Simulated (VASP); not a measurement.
# ZnO (P4_2/mmc) in VASP: further runs

The runs below take ZnO through single point, relaxation of cell and atoms, with PBE.

Program: VASP 6.6.1. These are calculated values, not measurements. Logs are shortened: lines on timing, memory, paths and dates and some standing lists are left out, and cuts for length are marked.

### Step 1. The cell of the first run

It takes space group P4_2/mmc (No. 131, tetragonal). Conventional cell: a = 3.033 Å, b = 3.033 Å, c = 5.400 Å, α = 90.00°, β = 90.00°, γ = 90.00°. Zn (site symmetry mmm) has 4 O at 2.03 Å within 2.7 Å. Within 2.7 Å of O (site symmetry -4m2) lie 4 Zn at 2.03 Å and 2 O at 2.70 Å.

### Step 2. Single point, PBE (atoms taken out)

The input, INCAR:

```
ALGO = Normal
EDIFF = 1E-6
ENCUT = 520
GGA = PE
ISIF = 2
ISMEAR = 0
LASPH = T
LCHARG = F
LREAL = F
LWAVE = F
NBANDS = 26
NELM = 60
PREC = Accurate
SIGMA = 0.1
```

The input, KPOINTS:

```
k-points
0
Gamma
  4 4 4
```

The input, POSCAR:

```
ZnO
1.0
    3.0334914149      0.0000000000      0.0000000000
    0.0000000000      3.0334914149      0.0000000000
    0.0000000000      0.0000000000      5.3995402499
Zn O
2 2
Direct
    0.0000000000      0.5000000000      0.0000000000
    0.5000000000      0.0000000000      0.5000000000
    0.5000000000      0.5000000000      0.2500000000
    0.5000000000      0.5000000000      0.7500000000
```

Potentials or basis: VASP PAW PBE potentials, release 64 (Zn, O).

On the command line:

```
cat potpaw_PBE.64/Zn/POTCAR potpaw_PBE.64/O/POTCAR > POTCAR
mpirun -np 1 vasp_std > vasp.out
```

OUTCAR:

```text
EDIFF = 1E-6
   ENCUT = 520
   GGA = PE
   ISIF = 2
   ISMEAR = 0
   LASPH = T
   LREAL = F
   NELM = 60
   PREC = Accurate

 ion  position               nearest neighbor table
   1  0.000  0.500  0.000-   3 2.03   4 2.03   3 2.03   4 2.03
   2  0.500  0.000  0.500-   3 2.03   4 2.03   3 2.03   4 2.03
   3  0.500  0.500  0.250-   1 2.03   2 2.03   2 2.03   1 2.03
   4  0.500  0.500  0.750-   1 2.03   2 2.03   2 2.03   1 2.03

  LATTYP: Found a simple tetragonal cell.
 ALAT       =     3.0334914149
 C/A-ratio  =     1.7799754512

  Lattice vectors:

 A1 = (   3.0334914149,   0.0000000000,   0.0000000000)
 A2 = (   0.0000000000,   3.0334914149,   0.0000000000)
 A3 = (   0.0000000000,   0.0000000000,   5.3995402499)

Analysis of symmetry for initial positions (statically):
=====================================================================
 Subroutine PRICEL returns:
 Original cell was already a primitive cell.

 Routine SETGRP: Setting up the symmetry group for a
 simple tetragonal supercell.

 Subroutine GETGRP returns: Found 16 space group operations
 (whereof  8 operations were pure point group operations)
 out of a pool of 16 trial point group operations.

The static configuration has the point symmetry D_2h.
 The point group associated with its full space group is D_4h.

Analysis of symmetry for dynamics (positions and initial velocities):
=====================================================================
 Subroutine PRICEL returns:
 Original cell was already a primitive cell.

 Routine SETGRP: Setting up the symmetry group for a
 simple tetragonal supercell.

 Subroutine GETGRP returns: Found 16 space group operations
 (whereof  8 operations were pure point group operations)
 out of a pool of 16 trial point group operations.

The dynamic configuration has the point symmetry D_2h.
 The point group associated with its full space group is D_4h.

 Subroutine INISYM returns: Found 16 space group operations
 (whereof  8 operations are pure point group operations),
 and found     1 'primitive' translations

----------------------------------------------------------------------------------------

                                     Primitive cell

  volume of cell :      49.6869

  direct lattice vectors                    reciprocal lattice vectors
     3.033491415  0.000000000  0.000000000     0.329653150  0.000000000  0.000000000
     0.000000000  3.033491415  0.000000000     0.000000000  0.329653150  0.000000000
     0.000000000  0.000000000  5.399540250     0.000000000  0.000000000  0.185200953

  length of vectors
     3.033491415  3.033491415  5.399540250     0.329653150  0.329653150  0.185200953

  position of ions in fractional coordinates (direct lattice)
     0.000000000  0.500000000  0.000000000
     0.500000000  0.000000000  0.500000000
     0.500000000  0.500000000  0.250000000
     0.500000000  0.500000000  0.750000000

  ion indices of the primitive-cell ions
   primitive index   ion index
                 1           1
                 2           2
                 3           3
                 4           4

----------------------------------------------------------------------------------------

 KPOINTS: k-points

Automatic generation of k-mesh.
 Grid dimensions read from file:
 generate k-points for:    4    4    4

 Generating k-lattice:

  Cartesian coordinates                     Fractional coordinates (reciprocal lattice)
     0.082413287  0.000000000  0.000000000     0.250000000  0.000000000  0.000000000
     0.000000000  0.082413287  0.000000000     0.000000000  0.250000000  0.000000000
     0.000000000  0.000000000  0.046300238     0.000000000  0.000000000  0.250000000

  Length of vectors
     0.082413287  0.082413287  0.046300238

  Shift w.r.t. Gamma in fractional coordinates (k-lattice)
     0.000000000  0.000000000  0.000000000

 Subroutine IBZKPT returns following result:
 ===========================================

 Found     18 irreducible k-points:

 Following reciprocal coordinates:
            Coordinates               Weight
  0.000000  0.000000  0.000000      1.000000
  0.250000  0.000000  0.000000      4.000000
  0.500000  0.000000  0.000000      2.000000
  0.250000  0.250000  0.000000      4.000000
  0.500000  0.250000  0.000000      4.000000
  0.500000  0.500000  0.000000      1.000000
[... 10 lines left out ...]
  0.500000  0.250000  0.500000      4.000000
  0.500000  0.500000  0.500000      1.000000
   k-points           NKPTS =     18   k-points in BZ     NKDIM =     18   number of bands    NBANDS=     26
   number of dos      NEDOS =    301   number of ions     NIONS =      4
   total plane-waves  NPLWV =  23040
   dimension x,y,z NGX =    24 NGY =   24 NGZ =   40
   dimension x,y,z NGXF=    48 NGYF=   48 NGZF=   80
   ions per type =               2   2
   NGX,Y,Z   is equivalent  to a cutoff of  13.15, 13.15, 12.32 a.u.
   NGXF,Y,Z  is equivalent  to a cutoff of  26.31, 26.31, 24.63 a.u.
[... 63 lines left out ...]
 fundamental gap:      0.2696298382
 Fermi energy:         1.8343133005

 k-point     1 :       0.0000    0.0000    0.0000
  band No.  band energies     occupation
      1     -16.7752      2.00000
      2     -15.6492      2.00000
      3      -6.0280      2.00000
      4      -4.6273      2.00000
      5      -4.6273      2.00000
      6      -4.5095      2.00000
[... 18 lines left out ...]
     25      14.8154      0.00000
     26      15.7745      0.00000

 k-point     2 :       0.2500    0.0000    0.0000
  band No.  band energies     occupation
      1     -16.5178      2.00000
      2     -15.5637      2.00000
      3      -5.5938      2.00000
      4      -4.6273      2.00000
      5      -4.5266      2.00000
      6      -4.4523      2.00000
[... 18 lines left out ...]
     25      14.7000      0.00000
     26      15.7140      0.00000

 k-point     3 :       0.5000    0.0000    0.0000
  band No.  band energies     occupation
      1     -16.2353      2.00000
      2     -15.4757      2.00000
      3      -5.1006      2.00000
      4      -5.0082      2.00000
      5      -4.5445      2.00000
      6      -4.4090      2.00000
[... 18 lines left out ...]
     25      14.3276      0.00000
     26      17.2367      0.00000

 k-point     4 :       0.2500    0.2500    0.0000
  band No.  band energies     occupation
      1     -16.2740      2.00000
      2     -15.4892      2.00000
      3      -5.1381      2.00000
      4      -4.6335      2.00000
      5      -4.5398      2.00000
      6      -4.4450      2.00000
[... 18 lines left out ...]
     25      15.0727      0.00000
     26      15.5330      0.00000

 k-point     5 :       0.5000    0.2500    0.0000
  band No.  band energies     occupation
      1     -16.0080      2.00000
      2     -15.4132      2.00000
      3      -5.0867      2.00000
      4      -4.5928      2.00000
      5      -4.5655      2.00000
      6      -4.5576      2.00000
[... 18 lines left out ...]
     25      14.3859      0.00000
     26      14.5913      0.00000

 k-point     6 :       0.5000    0.5000    0.0000
  band No.  band energies     occupation
      1     -15.7607      2.00000
      2     -15.3497      2.00000
      3      -5.1626      2.00000
      4      -5.1626      2.00000
      5      -4.5558      2.00000
      6      -4.2898      2.00000
[... 253 lines left out ...]
 k-point    15 :       0.5000    0.0000    0.5000
  band No.  band energies     occupation
      1     -16.0117      2.00000
      2     -15.7403      2.00000
      3      -5.1511      2.00000
      4      -5.1449      2.00000
      5      -4.6227      2.00000
      6      -4.3927      2.00000
[... 18 lines left out ...]
     25      14.7100      0.00000
     26      14.9898      0.00000

 k-point    16 :       0.2500    0.2500    0.5000
  band No.  band energies     occupation
      1     -15.9064      2.00000
      2     -15.9064      2.00000
      3      -4.8701      2.00000
      4      -4.8701      2.00000
      5      -4.3656      2.00000
      6      -4.3656      2.00000
[... 18 lines left out ...]
     25      13.1205      0.00000
     26      13.1205      0.00000

 k-point    17 :       0.5000    0.2500    0.5000
  band No.  band energies     occupation
      1     -15.7954      2.00000
      2     -15.6525      2.00000
      3      -4.8767      2.00000
      4      -4.7939      2.00000
      5      -4.7629      2.00000
      6      -4.4507      2.00000
[... 18 lines left out ...]
     25      14.9602      0.00000
     26      15.7218      0.00000

 k-point    18 :       0.5000    0.5000    0.5000
  band No.  band energies     occupation
      1     -15.5621      2.00000
      2     -15.5621      2.00000
      3      -4.6807      2.00000
      4      -4.6807      2.00000
      5      -4.5535      2.00000
      6      -4.5535      2.00000
[... 18 lines left out ...]
     25      15.1813      0.00000
     26      15.1813      0.00000

------------------------ aborting loop because EDIFF is reached ----------------------------------------

  FORCE on cell =-STRESS in cart. coord.  units (eV):
  Direction    XX          YY          ZZ          XY          YZ          ZX
  --------------------------------------------------------------------------------------
  -------------------------------------------------------------------------------------
  Total        0.2264132      0.2264132      0.3405169      0.0000000      0.0000000      0.0000000
  in kB        7.3007917      7.3007917     10.9801168      0.0000000      0.0000000      0.0000000
  external PRESSURE =       8.5272334 kB  Pullay stress =       0.0000000 kB

 VOLUME and BASIS-vectors are now :
 -----------------------------------------------------------------------------
  energy-cutoff  :      520.00
  volume of cell :       49.69
      direct lattice vectors                 reciprocal lattice vectors
     3.033491415  0.000000000  0.000000000     0.329653150  0.000000000  0.000000000
     0.000000000  3.033491415  0.000000000     0.000000000  0.329653150  0.000000000
     0.000000000  0.000000000  5.399540250     0.000000000  0.000000000  0.185200953

 POSITION                                       TOTAL-FORCE (eV/Angst)
 -----------------------------------------------------------------------------------
      0.00000      1.51675      0.00000         0.000000      0.000000      0.000000
      1.51675      0.00000      2.69977         0.000000      0.000000      0.000000
      1.51675      1.51675      1.34989        -0.000000     -0.000000     -0.000000
      1.51675      1.51675      4.04966         0.000000      0.000000      0.000000
 -----------------------------------------------------------------------------------
    total drift:                                0.000000      0.000000     -0.000000

  FREE ENERGIE OF THE ION-ELECTRON SYSTEM (eV)
  ---------------------------------------------------
  free  energy   TOTEN  =       -16.5707048813 eV

  energy  without entropy=      -16.5701540138  energy(sigma->0) =      -16.57042945
```

Run time: 32 s. Hardware: 1 thread of Intel Xeon 8259CL, shared host; peak memory 0.16 GiB.

What came out:

- Free energy: -16.5707 eV
- Pressure: 0.9 GPa
- Band gap on the k mesh: zero (bands 18 and 19 overlap by 0.55 eV)

Stress tensor (GPa, compression positive):
```
0.73 0.00 0.00
0.00 0.73 0.00
0.00 0.00 1.10
```

Caveat: the k points lie up to 0.52 Å⁻¹ apart, too coarse for converged energies and pressures of a metal; the cell differs from its parent crystal (atoms taken out); semilocal functionals underestimate gaps, and a narrow one can read as zero.

### Step 3. Single point, PBE (atoms taken out)

The input, INCAR:

```
SYSTEM = ZnO
ALGO = Normal
EDIFF = 1E-6
ENCUT = 520
GGA = PE
ISIF = 2
ISMEAR = 0
LASPH = .True.
LCHARG = .False.
LREAL = .False.
LWAVE = .False.
NBANDS = 26
NELM = 60
PREC = Accurate
SIGMA = 0.1
```

The input, KPOINTS:

```
k-points
0
Gamma
  4 4 4
  0 0 0
```

The input, POSCAR:

```
ZnO
1.0
    3.8730307900      0.0000000000      0.0000000000
    0.0000000000      3.8730307900      0.0000000000
    0.0000000000      0.0000000000      5.4772926700
Zn O
2 2
Direct
    0.0000000000      0.5000000000      0.0000000000
    0.5000000000      0.0000000000      0.5000000000
    0.5000000000      0.5000000000      0.2500000000
    0.5000000000      0.5000000000      0.7500000000
```

Potentials or basis: VASP PAW PBE potentials, release 64 (Zn, O).

On the command line:

```
cat potpaw_PBE.64/Zn/POTCAR potpaw_PBE.64/O/POTCAR > POTCAR
mpirun -np 1 vasp_std > vasp.out
```

Run time: 58 s. Hardware: 1 thread of Intel Xeon 8259CL, shared host; peak memory 0.2 GiB.

The run converged. Its results:

```yaml
Free_energy: -13.2849 eV
Pressure: -17.5 GPa
Band_gap_on_the_k_mesh: zero (bands 18 and 19 overlap by 0.30 eV)
```

Stress tensor (GPa, compression positive):
```
-21.08   0.00   0.00
  0.00 -21.08   0.00
  0.00   0.00 -10.40
```

Levels at points of the mesh, in eV from the Fermi level:
```csv
k point,band 16,band 17,band 18,band 19,band 20,band 21
"(0.00, 0.00, 0.00)",-1.71,-0.86,-0.86,-0.21,2.77,3.95
"(0.50, 0.00, 0.00)",-1.97,-0.85,-0.05,1.24,2.29,3.23
"(0.50, 0.50, 0.00)",-2.01,-2.01,0.10,1.44,3.49,3.49
"(0.00, 0.00, 0.50)",-1.86,-1.26,-1.26,0.62,0.62,6.46
"(0.50, 0.00, 0.50)",-1.92,-1.82,-1.05,2.16,2.43,3.15
"(0.50, 0.50, 0.50)",-2.32,-1.67,-1.67,2.75,2.75,3.61
```

Caveat: the k points lie up to 0.41 Å⁻¹ apart; the cell differs from its parent crystal (atoms taken out); semilocal functionals underestimate gaps, and a narrow one can read as zero.

### Step 4. Single point, PBE (atoms taken out)

The input, INCAR:

```
PREC = Accurate ; ENCUT = 520
EDIFF = 1E-6 ; ISMEAR = 0
SIGMA = 0.1 ; LREAL = False
LASPH = True ; NELM = 60
ALGO = Normal ; ISIF = 2
LWAVE = False ; LCHARG = False
GGA = PE ; NBANDS = 26
```

The input, KPOINTS:

```
regular mesh
0
Gamma
  6 6 4
```

The input, POSCAR:

```
ZnO
1.0
    3.0334914149      0.0000000000      0.0000000000
    0.0000000000      3.0334914149      0.0000000000
    0.0000000000      0.0000000000      5.3995402499
Zn O
2 2
Direct
    0.0000000000      0.5000000000      0.0000000000
    0.5000000000      0.0000000000      0.5000000000
    0.5000000000      0.5000000000      0.2500000000
    0.5000000000      0.5000000000      0.7500000000
```

On the command line:

```
cat potpaw_PBE.64/Zn/POTCAR potpaw_PBE.64/O/POTCAR > POTCAR
mpirun -np 1 vasp_std > vasp.out
```

Wall time 46 s (1 thread of Intel Xeon 8259CL, shared host); peak memory 0.18 GiB.

The run converged. Its results:

* Free energy: -16.5908 eV
* Pressure: 0.7 GPa
* Band gap on the k mesh: zero (bands 18 and 19 overlap by 0.55 eV)

Stress tensor (GPa, compression positive):
```
0.37 0.00 0.00
0.00 0.37 0.00
0.00 0.00 1.28
```

Levels at points of the mesh, in eV from the Fermi level:
```csv
k point,band 16,band 17,band 18,band 19,band 20,band 21
"(0.00, 0.00, 0.00)",-1.91,-0.59,-0.52,-0.52,5.07,5.34
"(0.50, 0.00, 0.00)",-2.07,-0.75,-0.53,2.10,4.52,4.55
"(0.50, 0.50, 0.00)",-3.68,-3.68,0.04,1.21,5.28,7.08
"(0.00, 0.00, 0.50)",-2.17,-1.03,-1.03,1.96,1.96,9.63
"(0.50, 0.00, 0.50)",-2.20,-2.14,-0.54,3.32,4.10,6.30
"(0.50, 0.50, 0.50)",-3.47,-2.14,-2.14,2.65,2.65,7.63
```

Caveat: the cell differs from its parent crystal (atoms taken out); semilocal functionals underestimate gaps, and a narrow one can read as zero.

### Step 5. Relaxation of cell and atoms, PBE (atoms taken out)

The input, INCAR:

```
PREC = Accurate ; ENCUT = 600
EDIFF = 1E-6 ; ISMEAR = 0
SIGMA = 0.1 ; LREAL = False
LASPH = True ; NELM = 100
ALGO = Normal ; ISIF = 3
LWAVE = False ; LCHARG = False
GGA = PE ; IBRION = 2
NSW = 90 ; EDIFFG = -0.04
```

The input, KPOINTS:

```
Automatic mesh
0
Gamma
  4 4 4
```

The input, POSCAR:

```
ZnO
1.0
    3.8730307900      0.0000000000      0.0000000000
    0.0000000000      3.8730307900      0.0000000000
    0.0000000000      0.0000000000      5.4772926700
Zn O
2 2
Direct
    0.0000000000      0.5000000000      0.0000000000
    0.5000000000      0.0000000000      0.5000000000
    0.5000000000      0.5000000000      0.2500000000
    0.5000000000      0.5000000000      0.7500000000
```

On the command line:

```
cat potpaw_PBE.64/Zn/POTCAR potpaw_PBE.64/O/POTCAR > POTCAR
mpirun -np 1 vasp_std > vasp.out
```

It took 5.9 min on 1 thread of Intel Xeon 8259CL, shared host; peak memory 0.24 GiB.

The run converged. Its results:

```
Free energy                           : -16.6081 eV
Relaxed volume                        : 12.51 Å³/atom
Relaxed cell                          : a = 3.042 Å, b = 3.042 Å, c = 5.410 Å, α = 90.00°, β = 90.00°, γ = 90.00°
Space group after relaxing (to 0.1 Å) : P4_2/mmc (No. 131)
Energy gained by relaxing             : 830.4 meV/atom
Ionic steps                           : 9
Pressure after relaxing               : -0.1 GPa
Band gap on the k mesh                : zero (bands 18 and 19 overlap by 0.54 eV)
```

Stress tensor (GPa, compression positive):
```
-0.06  0.00  0.00
 0.00 -0.06  0.00
 0.00  0.00 -0.14
```

Step by step:
| step | energy change (eV) | largest force (eV/Å) | pressure (GPa) | volume (Å³) |
| --- | --- | --- | --- | --- |
| 1 | 0.0000 | 0.0000 | -17.60 | 82.16 |
| 2 | -2.6817 | 0.0000 | -9.41 | 58.04 |
| 3 | -3.0006 | 0.0000 | 0.67 | 51.73 |
| 4 | -3.0122 | 0.0000 | 3.79 | 50.39 |
| 5 | -3.3115 | 0.0000 | 2.32 | 49.36 |
| 6 | -3.3157 | 0.0000 | 2.17 | 49.14 |
| 7 | -3.3159 | 0.0000 | 2.12 | 49.17 |
| 8 | -3.3202 | 0.0000 | -1.09 | 50.50 |
| 9 | -3.3217 | 0.0000 | -0.08 | 50.05 |

Final structure:
```
Zn O
1.0
     3.04171    0.00000    0.00000
     0.00000    3.04171    0.00000
     0.00000    0.00000    5.40979
Zn O
2 2
Direct
  0.00000 0.50000 0.00000
  0.50000 0.00000 0.50000
  0.50000 0.50000 0.25000
  0.50000 0.50000 0.75000
```

Levels at points of the mesh, in eV from the Fermi level:
```csv
k point,band 15,band 16,band 17,band 18,band 19,band 20,band 21,band 22
"(0.00, 0.00, 0.00)",-2.59,-1.81,-0.52,-0.43,-0.43,5.15,5.39,11.66
"(0.50, 0.00, 0.00)",-3.54,-1.96,-0.66,-0.44,2.20,4.59,4.59,9.86
"(0.50, 0.50, 0.00)",-3.59,-3.55,-3.55,0.11,1.32,5.37,7.12,7.12
"(0.00, 0.00, 0.50)",-2.06,-2.06,-0.93,-0.93,2.03,2.03,9.68,9.68
"(0.50, 0.00, 0.50)",-3.72,-2.13,-2.03,-0.46,3.42,4.17,6.33,7.33
"(0.50, 0.50, 0.50)",-3.36,-3.36,-2.05,-2.05,2.76,2.76,7.66,7.66
```

Caveat: the k points lie up to 0.52 Å⁻¹ apart in the final cell, too coarse for converged energies and pressures of a metal; the cell differs from its parent crystal (atoms taken out); the volume moved by over 15 % at a fixed basis, so the end points are rough; semilocal functionals underestimate gaps, and a narrow one can read as zero.

### Step 6. The runs side by side

| task | cell | k mesh | cutoff (eV) | gap on the mesh (eV) | pressure (GPa) |
| --- | --- | --- | --- | --- | --- |
| single point | a = 3.033, b = 3.033, c = 5.400 Å, 4 atoms | 4 × 4 × 4 | 520 | none | 0.9 |
| single point | a = 3.873, b = 3.873, c = 5.477 Å, 4 atoms | 4 × 4 × 4 | 520 | none | -17.5 |
| single point | a = 3.033, b = 3.033, c = 5.400 Å, 4 atoms | 6 × 6 × 4 | 520 | none | 0.7 |
| relaxation of cell and atoms | relaxed from a = 3.873, b = 3.873, c = 5.477 Å, 4 atoms | 4 × 4 × 4 | 600 | none | -0.1 |

Alike in all rows: level PBE; potentials or basis VASP PAW PBE potentials, release 64 (Zn, O); no spin polarisation; smearing gaussian 0.1 eV.

Caveats: some runs use coarse meshes; semilocal functionals underestimate gaps, and a narrow one can read as zero; the volume moved by over 15 % at a fixed basis, so the end points are rough (at least some runs).

Total energies depend on the potentials used, so only differences within one code and one set of settings carry meaning.

The gap in the log of VASP goes by the Fermi energy; the results here count the filled bands.